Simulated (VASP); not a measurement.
Hf3Sb4:

```
Hf Sb
1.0
     6.22200    0.00000    0.00000
     0.00000    6.22200    0.00000
     0.00000    0.00000    6.22200
Hf Sb
3 4
Direct
  0.50000 0.00000 0.00000
  0.00000 0.50000 0.00000
  0.00000 0.00000 0.50000
  0.00000 0.50000 0.50000
  0.50000 0.00000 0.50000
  0.50000 0.50000 0.00000
  0.00000 0.00000 0.00000
```

This cell differs from its parent crystal: atoms taken out.

| Item | Value |
| --- | --- |
| Program | VASP 6.6.1 |
| Task | relaxation of cell and atoms |
| Functional | PBE |
| Potentials or basis | VASP PAW PBE potentials, release 64 (Hf_pv, Sb) |
| Cutoff | 600 eV |
| k mesh | 4 × 4 × 4 |
| Occupations | gaussian, width 0.1 eV |
| Spin | no spin polarisation |

At the start: pressure -11.3 GPa; volume 34.41 Å³/atom.

Problem. How do energy, volume and symmetry change on relaxing?

Solution. Over 4 steps the energy falls by 309.1 meV/atom and the volume is 27.26 Å³/atom (-20.8 %); space group Pm-3m (No. 221, to 0.1 Å) before and after.

The path:
| step | energy change (eV) | largest force (eV/Å) | pressure (GPa) | volume (Å³) |
| --- | --- | --- | --- | --- |
| 1 | 0.0000 | 0.0000 | -11.26 | 240.87 |
| 2 | -1.0996 | 0.0000 | 15.34 | 166.04 |
| 3 | -2.1634 | 0.0000 | -0.24 | 191.73 |
| 4 | -2.1638 | 0.0000 | 0.14 | 190.82 |

Final structure:
```yaml
crystal:
  lattice:
    - [5.75720, 0.00000, 0.00000]
    - [0.00000, 5.75720, 0.00000]
    - [0.00000, 0.00000, 5.75720]
  atoms:
    - { symbol: Hf, position: [0.50000, 0.00000, 0.00000] }
    - { symbol: Hf, position: [0.00000, 0.50000, 0.00000] }
    - { symbol: Hf, position: [0.00000, 0.00000, 0.50000] }
    - { symbol: Sb, position: [0.00000, 0.50000, 0.50000] }
    - { symbol: Sb, position: [0.50000, 0.00000, 0.50000] }
    - { symbol: Sb, position: [0.50000, 0.50000, 0.00000] }
    - { symbol: Sb, position: [0.00000, 0.00000, 0.00000] }
```

Caveat: the cell differs from its parent crystal (atoms taken out); the volume moved by over 15 % at a fixed basis, so the end points are rough.
